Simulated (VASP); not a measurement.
# Ru2Rh (P6_3/mmc) in VASP: further runs

Aim: see how the results for Ru2Rh move with the level of theory and the settings. Levels: PBE, r2SCAN. Tasks: single point.

Everything below comes from runs of VASP 6.6.1. Logs are shortened: lines on timing, memory, paths and dates and some standing lists are left out, and cuts for length are marked.

### Step 1. The cell of the first run

The structure is hexagonal, space group P6_3/mmc (No. 194). The conventional cell has a = 2.724 Å, b = 2.724 Å, c = 12.944 Å, α = 90.00°, β = 90.00°, γ = 120.00°. Within 3.4 Å of Ru (site symmetry 3m) lie 9 Ru at 2.61 to 2.72 Å and 3 Rh at 2.70 Å. Within 3.6 Å of Rh (site symmetry -6m2) lie 6 Ru at 2.70 Å and 6 Rh at 2.72 Å.

The cell was built from a structure type or drawn by symmetry, and may not be a known phase.

### Step 2. Single point, PBE

File INCAR:

```
ALGO = Fast
EDIFF = 1E-6
ENCUT = 520
GGA = PE
ISIF = 2
ISMEAR = 0
LASPH = T
LCHARG = T
LELF = T
LREAL = F
LVHAR = T
LWAVE = F
NBANDS = 52
NELM = 100
PREC = Accurate
SIGMA = 0.1
```

File KPOINTS:

```
k-points
0
Gamma
  18 18 4
```

File POSCAR:

```
Ru2Rh
1.0
    2.7241359042      0.0000000289      0.0000000000
   -1.3620679771      2.3591708819      0.0000000000
    0.0000000000      0.0000000000     12.9442816000
Ru Rh
4 2
Direct
    0.3333333333      0.6666666667      0.5806400000
    0.6666666667      0.3333333333      0.0806400000
    0.3333333333      0.6666666667      0.9193600000
    0.6666666667      0.3333333333      0.4193600000
    0.3333333333      0.6666666667      0.2500000000
    0.6666666667      0.3333333333      0.7500000000
```

Potentials or basis: VASP PAW PBE potentials, release 64 (Ru_pv, Rh_pv).

The run is started by

```
cat potpaw_PBE.64/Ru_pv/POTCAR potpaw_PBE.64/Rh_pv/POTCAR > POTCAR
mpirun -np 1 vasp_std > vasp.out
```

OUTCAR:

```text
EDIFF = 1E-6
   ENCUT = 520
   GGA = PE
   ISIF = 2
   ISMEAR = 0
   LASPH = T
   LREAL = F
   NELM = 100
   PREC = Accurate

 ion  position               nearest neighbor table
   1  0.333  0.667  0.581-   4 2.61   4 2.61   4 2.61   6 2.70   6 2.70   6 2.70
   2  0.667  0.333  0.081-   3 2.61   3 2.61   3 2.61   5 2.70   5 2.70   5 2.70
   3  0.333  0.667  0.919-   2 2.61   2 2.61   2 2.61   6 2.70   6 2.70   6 2.70
   4  0.667  0.333  0.419-   1 2.61   1 2.61   1 2.61   5 2.70   5 2.70   5 2.70
   5  0.333  0.667  0.250-   2 2.70   4 2.70   2 2.70   4 2.70   2 2.70   4 2.70
   6  0.667  0.333  0.750-   1 2.70   3 2.70   1 2.70   3 2.70   1 2.70   3 2.70

  LATTYP: Found a hexagonal cell.
 ALAT       =     2.7241359042
 C/A-ratio  =     4.7517018443

  Lattice vectors:

 A1 = (   2.7241359042,   0.0000000289,   0.0000000000)
 A2 = (  -1.3620679771,   2.3591708819,   0.0000000000)
 A3 = (   0.0000000000,   0.0000000000,  12.9442816000)

Analysis of symmetry for initial positions (statically):
=====================================================================
 Subroutine PRICEL returns:
 Original cell was already a primitive cell.

 Routine SETGRP: Setting up the symmetry group for a
 hexagonal supercell.

 Subroutine GETGRP returns: Found 24 space group operations
 (whereof 12 operations were pure point group operations)
 out of a pool of 24 trial point group operations.

The static configuration has the point symmetry D_3d.
 The point group associated with its full space group is D_6h.

Analysis of symmetry for dynamics (positions and initial velocities):
=====================================================================
 Subroutine PRICEL returns:
 Original cell was already a primitive cell.

 Routine SETGRP: Setting up the symmetry group for a
 hexagonal supercell.

 Subroutine GETGRP returns: Found 24 space group operations
 (whereof 12 operations were pure point group operations)
 out of a pool of 24 trial point group operations.

The dynamic configuration has the point symmetry D_3d.
 The point group associated with its full space group is D_6h.

 Subroutine INISYM returns: Found 24 space group operations
 (whereof 12 operations are pure point group operations),
 and found     1 'primitive' translations

----------------------------------------------------------------------------------------

                                     Primitive cell

  volume of cell :      83.1890

  direct lattice vectors                    reciprocal lattice vectors
     2.724135904  0.000000029  0.000000000     0.367088878  0.211938868  0.000000000
    -1.362067977  2.359170882  0.000000000    -0.000000004  0.423877728  0.000000000
     0.000000000  0.000000000 12.944281600     0.000000000  0.000000000  0.077254191

  length of vectors
     2.724135904  2.724135904 12.944281600     0.423877728  0.423877728  0.077254191

  position of ions in fractional coordinates (direct lattice)
     0.333333333  0.666666667  0.580640000
     0.666666667  0.333333333  0.080640000
     0.333333333  0.666666667  0.919360000
     0.666666667  0.333333333  0.419360000
     0.333333333  0.666666667  0.250000000
     0.666666667  0.333333333  0.750000000

  ion indices of the primitive-cell ions
   primitive index   ion index
                 1           1
                 2           2
                 3           3
                 4           4
                 5           5
                 6           6

----------------------------------------------------------------------------------------

 KPOINTS: k-points

Automatic generation of k-mesh.
 Grid dimensions read from file:
 generate k-points for:   18   18    4

 Generating k-lattice:

  Cartesian coordinates                     Fractional coordinates (reciprocal lattice)
     0.020393827  0.011774382  0.000000000     0.055555556  0.000000000  0.000000000
    -0.000000000  0.023548763  0.000000000     0.000000000  0.055555556  0.000000000
     0.000000000  0.000000000  0.019313548     0.000000000  0.000000000  0.250000000

  Length of vectors
     0.023548763  0.023548763  0.019313548

  Shift w.r.t. Gamma in fractional coordinates (k-lattice)
     0.000000000  0.000000000  0.000000000

 Subroutine IBZKPT returns following result:
 ===========================================

 Found    111 irreducible k-points:

 Following reciprocal coordinates:
            Coordinates               Weight
  0.000000  0.000000  0.000000      1.000000
  0.055556  0.000000  0.000000      6.000000
  0.111111  0.000000  0.000000      6.000000
  0.166667  0.000000  0.000000      6.000000
  0.222222  0.000000  0.000000      6.000000
  0.277778  0.000000  0.000000      6.000000
[... 16 lines left out ...]
  0.333333  0.111111  0.000000     12.000000
  0.388889  0.111111  0.000000     12.000000
 [... further k-points ...]
   k-points           NKPTS =    111   k-points in BZ     NKDIM =    111   number of bands    NBANDS=     52
   number of dos      NEDOS =    301   number of ions     NIONS =      6
   total plane-waves  NPLWV =  38400
   dimension x,y,z NGX =    20 NGY =   20 NGZ =   96
   dimension x,y,z NGXF=    40 NGYF=   40 NGZF=  192
   ions per type =               4   2
   NGX,Y,Z   is equivalent  to a cutoff of  12.21, 12.21, 12.33 a.u.
   NGXF,Y,Z  is equivalent  to a cutoff of  24.41, 24.41, 24.66 a.u.
 SYSTEM =  unknown system
   PREC   = accura    normal or accurate (medium, high low for compatibility)
   ISTART =      0    job   : 0-new  1-cont  2-samecut
   ICHARG =      2    charge: 1-file 2-atom 10-const
   ISPIN  =      1    spin polarized calculation?
   LNONCOLLINEAR =      F non collinear calculations
   LSORBIT =      F    spin-orbit coupling
   LASPH  =      T    aspherical Exc in radial PAW
   ENCUT  =  520.0 eV  38.22 Ry    6.18 a.u.   5.07  5.07 24.07*2*pi/ulx,y,z
   NELM   =    100;   NELMIN=  2; NELMDL= -5     # of ELM steps
   EDIFF  = 0.1E-05   stopping-criterion for ELM
   LREAL  =      F    real-space projection
   EDIFFG = 0.1E-04   stopping-criterion for IOM
   NSW    =      0    number of steps for IOM
   IBRION =     -1    ionic relax: 0-MD 1-quasi-New 2-CG
   NFREE  =      0    steps in history (QN), initial steepest desc. (CG)
   ISIF   =      2    stress and relaxation
   ISYM   =      2    0-nonsym 1-usesym 2-fastsym
   POTIM  = 0.5000    time-step for ionic-motion
   TEBEG  =    0.0;   TEEND  =   0.0 temperature during run
   PSTRESS=    0.0 pullay stress
   NELECT =      86.0000    total number of electrons
   NUPDOWN=      -1.0000    fix difference up-down
   EMIN   =  10.00;   EMAX   =-10.00  energy-range for DOS
   EFERMI =   0.00;   METHOD = LEGACY
   ISMEAR =     0;   SIGMA  =   0.10  broadening in eV -4-tet -1-fermi 0-gaus
   EFERMI_NEDOS =   21; number of points for ismear=-14 and -15
   IALGO  =     68    algorithm
   IMIX   =      4    mixing-type and parameters
     AMIX     =   0.40;   BMIX     =  1.00
     AMIX_MAG =   1.60;   BMIX_MAG =  1.00
  volume/ion in A,a.u.               =      13.86        93.56
  Fermi-wavevector in a.u.,A,eV,Ry     =   1.655334  3.128127 37.281736  2.740130
  Thomas-Fermi vector in A             =   2.743448
   LORBIT       =      0    0 simple, 1 ext, 2 COOP (PROOUT), +10 PAW based schemes
   GGA     = PE    functional components
   LHFCALC =     F    Hartree Fock is set to
   AEXX    =    0.0000 exact exchange contribution
   IVDW    =     0    specifies the selected vdW correction
   LEPSILON=     F    determine dielectric tensor
   LRPA    =     F    only Hartree local field effects (RPA)
 non-spin polarized calculation
 RMM-DIIS sequential band-by-band and
 Gauss-broadening in eV      SIGMA  =   0.10
  energy-cutoff  :      520.00
  volume of cell :       83.19
 maximum number of plane-waves:      2271
   NGX = 11   NGY = 11   NGZ = 49

 number of electron      86.0000004 magnetization

 Free energy of the ion-electron system (eV)
  ---------------------------------------------------
  ext. energy  EPLUGINS =         0.00000000
  ---------------------------------------------------
  free energy    TOTEN  =       -51.46898422 eV

  energy without entropy =      -51.43677217  energy(sigma->0) =      -51.45287820

 E-fermi :  12.3499     XC(G=0): -13.9839

 val. band max:       12.3498109320   @ k =   0.2778   0.1111   0.2500
 cond. band min:      12.3534965063   @ k =   0.1667   0.0000   0.5000
 fundamental gap:      0.0036855743
 Fermi energy:        12.3499083393

 k-point     1 :       0.0000    0.0000    0.0000
  band No.  band energies     occupation
      1     -34.5776      2.00000
      2     -34.5748      2.00000
      3     -34.1783      2.00000
      4     -34.1783      2.00000
      5     -34.1783      2.00000
      6     -34.1783      2.00000
[... 44 lines left out ...]
     51      13.2161      0.00000
     52      13.4304      0.00000

 k-point     2 :       0.0556    0.0000    0.0000
  band No.  band energies     occupation
      1     -34.5751      2.00000
      2     -34.5725      2.00000
      3     -34.1936      2.00000
      4     -34.1936      2.00000
      5     -34.1819      2.00000
      6     -34.1819      2.00000
[... 44 lines left out ...]
     51      13.2483      0.00000
     52      13.2607      0.00000

 k-point     3 :       0.1111    0.0000    0.0000
  band No.  band energies     occupation
      1     -34.5679      2.00000
      2     -34.5658      2.00000
      3     -34.2376      2.00000
      4     -34.2374      2.00000
      5     -34.1924      2.00000
      6     -34.1923      2.00000
[... 44 lines left out ...]
     51      13.3297      0.00000
     52      13.4527      0.00000
[... 1046 lines left out ...]
 k-point    23 :       0.3333    0.1111    0.0000
  band No.  band energies     occupation
      1     -34.6049      2.00000
      2     -34.6044      2.00000
      3     -34.5037      2.00000
      4     -34.5031      2.00000
      5     -34.3169      2.00000
      6     -34.3168      2.00000
[... 44 lines left out ...]
     51      14.8088      0.00000
     52      17.1528      0.00000

 k-point    24 :       0.3889    0.1111    0.0000
  band No.  band energies     occupation
      1     -34.6410      2.00000
      2     -34.6406      2.00000
      3     -34.4973      2.00000
      4     -34.4966      2.00000
      5     -34.3299      2.00000
      6     -34.3298      2.00000
[... 44 lines left out ...]
     51      15.6597      0.00000
     52      17.2878      0.00000

 [... further k-points ...]

------------------------ aborting loop because EDIFF is reached ----------------------------------------

  FORCE on cell =-STRESS in cart. coord.  units (eV):
  Direction    XX          YY          ZZ          XY          YZ          ZX
  --------------------------------------------------------------------------------------
  -------------------------------------------------------------------------------------
  Total       -0.0066839     -0.0066839      0.0185049     -0.0000000      0.0000000      0.0000000
  in kB       -0.1287280     -0.1287280      0.3563940     -0.0000000      0.0000000      0.0000000
  external PRESSURE =       0.0329793 kB  Pullay stress =       0.0000000 kB

 VOLUME and BASIS-vectors are now :
 -----------------------------------------------------------------------------
  energy-cutoff  :      520.00
  volume of cell :       83.19
      direct lattice vectors                 reciprocal lattice vectors
     2.724135904  0.000000029  0.000000000     0.367088878  0.211938868  0.000000000
    -1.362067977  2.359170882  0.000000000    -0.000000004  0.423877728  0.000000000
     0.000000000  0.000000000 12.944281600     0.000000000  0.000000000  0.077254191

 POSITION                                       TOTAL-FORCE (eV/Angst)
 -----------------------------------------------------------------------------------
     -0.00000      1.57278      7.51597        -0.000000      0.000000      0.005638
      1.36207      0.78639      1.04383         0.000000     -0.000000      0.005638
     -0.00000      1.57278     11.90045        -0.000000     -0.000000     -0.005638
      1.36207      0.78639      5.42831         0.000000      0.000000     -0.005638
     -0.00000      1.57278      3.23607        -0.000000     -0.000000     -0.000000
      1.36207      0.78639      9.70821         0.000000     -0.000000     -0.000000
 -----------------------------------------------------------------------------------
    total drift:                                0.000000     -0.000000      0.000000

  FREE ENERGIE OF THE ION-ELECTRON SYSTEM (eV)
  ---------------------------------------------------
  free  energy   TOTEN  =       -51.4689842225 eV

  energy  without entropy=      -51.4367721715  energy(sigma->0) =      -51.45287820
```

Wall time 5.2 min (1 thread of Intel Xeon Platinum 8488C (Sapphire Rapids), shared host); peak memory 0.45 GiB.

Results:

```
Free energy            : -51.4690 eV
Pressure               : 0.0 GPa
Largest force          : 0.006 eV/Å
Band gap on the k mesh : zero (bands 43 and 44 overlap by 2.67 eV)
```

Forces on the atoms (eV/Å):
```
Ru   0.000  0.000  0.006
Ru   0.000  0.000  0.006
Ru   0.000  0.000 -0.006
Ru   0.000  0.000 -0.006
Rh   0.000  0.000  0.000
Rh   0.000  0.000  0.000
```

### Step 3. Single point, r2SCAN

POSCAR is that of step 2.

File INCAR.step1:

```
SYSTEM = Ru2Rh
PREC = Accurate
ENCUT = 520
ISMEAR = 0
SIGMA = 0.1
LREAL = .False.
LASPH = .True.
NELM = 100
NBANDS = 52
GGA = PE
ALGO = Normal
EDIFF = 1E-4
LWAVE = .True.
LCHARG = .False.
```

File INCAR.step2:

```
SYSTEM = Ru2Rh
PREC = Accurate
ENCUT = 520
EDIFF = 1E-6
ISMEAR = 0
SIGMA = 0.1
LREAL = .False.
LASPH = .True.
NELM = 100
ALGO = Normal
ISIF = 2
LWAVE = .False.
LCHARG = .False.
METAGGA = R2SCAN
LMIXTAU = .True.
NBANDS = 52
ISTART = 1
```

File KPOINTS:

```
regular mesh
0
Gamma
  18 18 4
  0 0 0
```

Potentials or basis: VASP PAW PBE potentials, release 64 (Ru_pv, Rh_pv).

The run is started by

```
cat potpaw_PBE.64/Ru_pv/POTCAR potpaw_PBE.64/Rh_pv/POTCAR > POTCAR
cp INCAR.step1 INCAR
mpirun -np 1 vasp_std > vasp.out
cp INCAR.step2 INCAR
mpirun -np 1 vasp_std > vasp.out
```

OUTCAR:

```text
SYSTEM = Ru2Rh
   PREC = Accurate
   ENCUT = 520
   EDIFF = 1E-6
   ISMEAR = 0
   LREAL = .False.
   LASPH = .True.
   NELM = 100
   ISIF = 2
   METAGGA = R2SCAN
   ISTART = 1

 ion  position               nearest neighbor table
   1  0.333  0.667  0.581-   4 2.61   4 2.61   4 2.61   6 2.70   6 2.70   6 2.70
   2  0.667  0.333  0.081-   3 2.61   3 2.61   3 2.61   5 2.70   5 2.70   5 2.70
   3  0.333  0.667  0.919-   2 2.61   2 2.61   2 2.61   6 2.70   6 2.70   6 2.70
   4  0.667  0.333  0.419-   1 2.61   1 2.61   1 2.61   5 2.70   5 2.70   5 2.70
   5  0.333  0.667  0.250-   2 2.70   4 2.70   2 2.70   4 2.70   2 2.70   4 2.70
   6  0.667  0.333  0.750-   1 2.70   3 2.70   1 2.70   3 2.70   1 2.70   3 2.70

  LATTYP: Found a hexagonal cell.
 ALAT       =     2.7241359042
 C/A-ratio  =     4.7517018443

  Lattice vectors:

 A1 = (   2.7241359042,   0.0000000289,   0.0000000000)
 A2 = (  -1.3620679771,   2.3591708819,   0.0000000000)
 A3 = (   0.0000000000,   0.0000000000,  12.9442816000)

Analysis of symmetry for initial positions (statically):
=====================================================================
 Subroutine PRICEL returns:
[... 186 lines left out ...]
 Fermi energy:        12.2267086194

 k-point     1 :       0.0000    0.0000    0.0000
  band No.  band energies     occupation
      1     -36.1571      2.00000
      2     -36.1538      2.00000
      3     -35.7317      2.00000
      4     -35.7317      2.00000
      5     -35.7317      2.00000
      6     -35.7317      2.00000
[... 1309 lines left out ...]
     51      15.6852      0.00000
     52      17.4040      0.00000

 [... further k-points ...]

------------------------ aborting loop because EDIFF is reached ----------------------------------------

  FORCE on cell =-STRESS in cart. coord.  units (eV):
  Direction    XX          YY          ZZ          XY          YZ          ZX
  --------------------------------------------------------------------------------------
  -------------------------------------------------------------------------------------
  Total       -2.6182855     -2.6182855     -2.8418243     -0.0000000     -0.0000000      0.0000000
  in kB      -50.4268066    -50.4268066    -54.7320455     -0.0000000     -0.0000000      0.0000000
  external PRESSURE =     -51.8618863 kB  Pullay stress =       0.0000000 kB

 VOLUME and BASIS-vectors are now :
 -----------------------------------------------------------------------------
  energy-cutoff  :      520.00
  volume of cell :       83.19
      direct lattice vectors                 reciprocal lattice vectors
     2.724135904  0.000000029  0.000000000     0.367088878  0.211938868  0.000000000
    -1.362067977  2.359170882  0.000000000    -0.000000004  0.423877728  0.000000000
     0.000000000  0.000000000 12.944281600     0.000000000  0.000000000  0.077254191

 POSITION                                       TOTAL-FORCE (eV/Angst)
 -----------------------------------------------------------------------------------
     -0.00000      1.57278      7.51597         0.000000      0.000000     -0.038495
      1.36207      0.78639      1.04383        -0.000000      0.000000     -0.038495
     -0.00000      1.57278     11.90045        -0.000000      0.000000      0.038495
      1.36207      0.78639      5.42831         0.000000     -0.000000      0.038495
     -0.00000      1.57278      3.23607        -0.000000     -0.000000     -0.000000
      1.36207      0.78639      9.70821        -0.000000     -0.000000     -0.000000
 -----------------------------------------------------------------------------------
    total drift:                                0.000000     -0.000000      0.000000

  FREE ENERGIE OF THE ION-ELECTRON SYSTEM (eV)
  ---------------------------------------------------
  free  energy   TOTEN  =      -149.9695939439 eV

  energy  without entropy=     -149.9384227272  energy(sigma->0) =     -149.95400834
```

OUTCAR.step1:

```text
SYSTEM = Ru2Rh
   PREC = Accurate
   ENCUT = 520
   ISMEAR = 0
   LREAL = .False.
   LASPH = .True.
[... 1559 lines left out ...]
      1.36207      0.78639      5.42831        -0.000000      0.000000     -0.001623
     -0.00000      1.57278      3.23607        -0.000000     -0.000000     -0.000000
      1.36207      0.78639      9.70821        -0.000000     -0.000000     -0.000000
 -----------------------------------------------------------------------------------
    total drift:                                0.000000     -0.000000      0.000000

  FREE ENERGIE OF THE ION-ELECTRON SYSTEM (eV)
  ---------------------------------------------------
  free  energy   TOTEN  =       -51.4689670287 eV

  energy  without entropy=      -51.4367306420  energy(sigma->0) =      -51.45284884
```

OSZICAR.step1:

```text
N       E                     dE             d eps       ncg     rms          rms(c)
DAV:   1     0.113156441862E+04    0.11316E+04   -0.52627E+04 11600   0.187E+03
DAV:   2    -0.986234693708E+01   -0.11414E+04   -0.11135E+04 11928   0.591E+02
DAV:   3    -0.541601825648E+02   -0.44298E+02   -0.41735E+02 13132   0.118E+02
DAV:   4    -0.552031709759E+02   -0.10430E+01   -0.10278E+01 12620   0.154E+01
DAV:   5    -0.552264085029E+02   -0.23238E-01   -0.23195E-01 13688   0.221E+00    0.278E+01
DAV:   6    -0.518123671668E+02    0.34140E+01   -0.11664E+01 11836   0.210E+01    0.894E+00
DAV:   7    -0.543467640418E+02   -0.25344E+01   -0.13245E+01 13132   0.215E+01    0.157E+01
DAV:   8    -0.514851256263E+02    0.28616E+01   -0.96014E+00 13100   0.176E+01    0.209E+00
DAV:   9    -0.514693192714E+02    0.15806E-01   -0.22139E-01 12460   0.293E+00    0.326E-01
DAV:  10    -0.514689297253E+02    0.38955E-03   -0.60192E-03 13012   0.458E-01    0.139E-01
DAV:  11    -0.514689670287E+02   -0.37303E-04   -0.47826E-04 10256   0.131E-01
   1 F= -.51468967E+02 E0= -.51452849E+02  d E =-.322364E-01
```

Wall time 17 min (1 thread of Oxide Virtual Turin-like, shared host); peak memory 0.43 GiB.

Results:

```
Free energy            : -149.9696 eV
Pressure               : -5.2 GPa
Largest force          : 0.038 eV/Å
Band gap on the k mesh : zero (bands 43 and 44 overlap by 2.78 eV)
```

Forces in eV/Å, atoms in the order of the input:
```
Ru   0.000  0.000 -0.038
Ru   0.000  0.000 -0.038
Ru   0.000  0.000  0.038
Ru   0.000  0.000  0.038
Rh   0.000  0.000  0.000
Rh   0.000  0.000  0.000
```

Caveat: the cell stands under tension; the PAW data sets were made with another functional, which shifts forces and pressure a little.
